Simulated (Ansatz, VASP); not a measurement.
## BP2: VASP beside Ansatz

Contents of INCAR:

```
PREC = Accurate
ENCUT = 600
EDIFF = 1E-7
ISMEAR = 0
SIGMA = 0.2
LREAL = F
LASPH = T
NELM = 100
ALGO = Normal
ISIF = 3
LWAVE = F
LCHARG = F
GGA = PE
IBRION = 2
NSW = 36
EDIFFG = -0.08
```

KPOINTS

```
Automatic mesh
0
Gamma
  6 6 2
```

The input POSCAR:

```
BP2
1.0
    3.2200000000      0.0000000000      0.0000000000
   -1.6100000000      2.7886018000      0.0000000000
    0.0000000000      0.0000000000      9.8000000000
B P
2 4
Direct
    0.6666666700      0.3333333300      0.7400000000
    0.3333333300      0.6666666700      0.2600000000
    0.6666666700      0.3333333300      0.9390000000
    0.0000000000      0.0000000000      0.6730000000
    0.3333333300      0.6666666700      0.0610000000
    0.0000000000      0.0000000000      0.3270000000
```

Input for Ansatz:

```yaml
crystal:
  lattice:
    - [3.22, 0.0, 0.0]
    - [-1.61, 2.7886018, 0.0]
    - [0.0, 0.0, 9.8]
  atoms:
    - { symbol: B, position: [0.66666667, 0.33333333, 0.74] }
    - { symbol: B, position: [0.33333333, 0.66666667, 0.26] }
    - { symbol: P, position: [0.66666667, 0.33333333, 0.939] }
    - { symbol: P, position: [0.0, 0.0, 0.673] }
    - { symbol: P, position: [0.33333333, 0.66666667, 0.061] }
    - { symbol: P, position: [0.0, 0.0, 0.327] }
basis:
  ecutwfc: 420
kpoints:
  mp_grid: { grid: [6, 6, 2] }
hamiltonian:
  xc: pbe
scf:
  occupations: { method: gaussian, width: 0.2 }
  lower_state_search: "off"
output:
  forces: true
  stress: true
  eigenvalues: true
relax:
  adjacent_minimum: "off"
  f_tol: 0.08
  max_steps: 16
  cell: { stress_tol: 0.8 }
```

Alike in both runs: task relaxation of cell and atoms; functional PBE; k mesh 6 × 6 × 2; occupations gaussian, width 0.2 eV; no spin polarisation.

|  | VASP | Ansatz |
| --- | --- | --- |
| version | VASP 6.6.1 | Ansatz 0.2.0 |
| potentials or method | VASP PAW PBE potentials, release 64 (B, P), cutoff 600 eV | scalar-relativistic, plane waves, PAW |
| valence electrons in the cell | 26 | 26 |

```csv
,VASP,Ansatz,Ansatz less VASP
"gap on the k mesh at the Fermi level, each at its own relaxed structure (eV)",none,none,-
relaxed volume (Å³/atom),14.98,14.67,-0.305
relaxed cell length with the largest relative difference (Å),9.667,9.445,-0.2220
```

A gap of «none» marks a metal or a gap that the smearing closes.

The k mesh is coarse, so the values compare programs but aren't converged.
